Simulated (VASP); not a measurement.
Here is a VASP 6.6.1 calculation.

INCAR

```
SYSTEM = Ir
PREC = Accurate
ENCUT = 520
EDIFF = 1E-7
ISMEAR = -1
SIGMA = 0.1
LREAL = .False.
LASPH = .True.
NELM = 60
ALGO = Normal
ISIF = 2
LWAVE = .False.
LCHARG = .False.
GGA = B5
ALDAX = 1.0
AGGAX = 1.0
AGGAC = 1.0
ALDAC = 0.0
NBANDS = 16
```

File KPOINTS:

```
regular mesh
0
Gamma
  10 10 10
  0 0 0
```

Contents of POSCAR:

```
Ir
1.0
    0.0000000000      2.8287886692      2.8287886692
    2.8287886692      0.0000000000      2.8287886692
    2.8287886692      2.8287886692      0.0000000000
Ir
2
Direct
    0.1250000000      0.1250000000      0.1250000000
    0.8750000000      0.8750000000      0.8750000000
```

Potentials or basis: VASP PAW PBE potentials, release 64 (Ir).

Run with:

```console
$ cat potpaw_PBE.64/Ir/POTCAR > POTCAR
$ mpirun -np 1 vasp_std > vasp.out
```

What does it give for the band gap on the k mesh?

Zero (band 9 reaches 6.06 eV, above the bottom of band 10 at 4.54 eV).

Predict the pressure.

0.8 GPa.

Caveat: the PAW data sets were made with another functional, which shifts forces and pressure a little; spin-orbit coupling is left out, which moves the levels of the heavy elements.
